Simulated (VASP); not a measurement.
Sn:

```
Sn
1.0
    -1.72654    1.77555    2.33834
     1.72654   -1.77555    2.33834
     1.72654    1.77555   -2.33834
Sn
1
Direct
  0.00000 0.00000 0.00000
```

* Program: VASP 6.6.1
* Task: relaxation of cell and atoms
* Functional: LDA
* Potentials or basis: VASP PAW LDA potentials, release 64 (Sn_d)
* Cutoff: 500 eV
* k mesh: 17 × 17 × 17
* Occupations: fermi-dirac, width 0.15 eV
* Spin: no spin polarisation

At the start: pressure -4.8 GPa; volume 28.67 Å³/atom.

Question: Where does the relaxation end?

Answer: Over 15 steps the energy falls by 47.7 meV/atom and the volume is 25.87 Å³/atom (-9.8 %); space group Immm (No. 71, to 0.1 Å) before, Fm-3m (No. 225, to 0.1 Å).

The path:
```
step  energy change (eV)  largest force (eV/Å)  pressure (GPa)  volume (Å³)
   1              0.0000                0.0000           -4.78        28.67
   2             -0.0441                0.0000            1.43        25.27
   3             -0.0466                0.0000            0.02        25.85
   4             -0.0466                0.0000           -0.11        25.90
   5             -0.0467                0.0000           -0.11        25.90
   6             -0.0471                0.0000           -0.10        25.89
   7             -0.0470                0.0000           -0.03        25.87
   8             -0.0472                0.0000           -0.09        25.88
   9             -0.0472                0.0000            0.18        25.78
  10             -0.0472                0.0000            0.04        25.83
  11             -0.0472                0.0000            0.04        25.83
  12             -0.0474                0.0000            0.02        25.84
  13             -0.0476                0.0000           -0.03        25.86
  14             -0.0477                0.0000           -0.08        25.88
  15             -0.0477                0.0000           -0.04        25.87
```

Final structure:
```
Sn
1.0
    -1.66336    1.66263    2.33891
     1.66336   -1.66263    2.33891
     1.66336    1.66263   -2.33891
Sn
1
Direct
  0.00000 0.00000 0.00000
```
